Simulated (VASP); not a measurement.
Write the native input for VASP 6.6.1 that does the following.

```
Task                   : single point
Functional             : PBEsol
Potentials or basis    : VASP PAW PBE potentials, release 64 (K_sv)
Cutoff                 : 520 eV
k mesh                 : 6 × 6 × 4
Occupations            : gaussian, width 0.1 eV
Spin                   : no spin polarisation
Dipole correction      : no
Further INCAR settings : ALGO = Fast; EDIFF = 1e-06; NBANDS = 30
```

The structure of K lies in POSCAR:

```
K
1.0
    4.1331279586     -4.1270268136      0.0000000000
    4.1331279586      4.1270268136      0.0000000000
    0.0000000000      0.0000000000     10.8005642217
K
5
Direct
    0.5000000000      0.0000000000      0.3092481955
    0.0000000000      0.5000000000      0.6907518045
    0.0000000000      0.5000000000      0.3092481955
    0.5000000000      0.0000000000      0.6907518045
    0.0000000000      0.0000000000      0.0000000000
```

The input as run:

INCAR

```
SYSTEM = K
PREC     = Accurate       ! precision mode
ENCUT    = 520            ! plane-wave cutoff, eV
EDIFF    = 1E-6           ! SCF threshold, eV
ISMEAR   = 0              ! smearing method
SIGMA    = 0.1            ! smearing width, eV
LREAL    = .FALSE.        ! projectors in reciprocal space
LASPH    = .TRUE.         ! aspherical terms in the spheres
NELM     = 80             ! most SCF steps
ALGO     = Fast           ! electronic algorithm
ISIF     = 2              ! what is computed and relaxed
LWAVE    = .FALSE.        ! write WAVECAR
LCHARG   = .TRUE.         ! write CHGCAR
GGA      = PS             ! functional
LELF     = .TRUE.         ! ELF
LVHAR    = .TRUE.       
NBANDS   = 30             ! bands
```

KPOINTS

```
regular mesh
0
G
  6 6 4
  0 0 0
```

Potentials or basis: VASP PAW PBE potentials, release 64 (K_sv).

Run with:

```sh
$ cat potpaw_PBE.64/K_sv/POTCAR > POTCAR
$ mpirun -np 1 vasp_std > vasp.out
```

It gave:

- Pressure: 0.3 GPa
- Band gap on the k mesh: zero (an odd number of electrons rules out a gap without spin polarisation)

Caveat: the PAW data sets were made with another functional, which shifts forces and pressure a little.

It took 18 min on 1 thread of Oxide Virtual Turin-like Processor, on a shared host, peak memory 0.58 GiB.
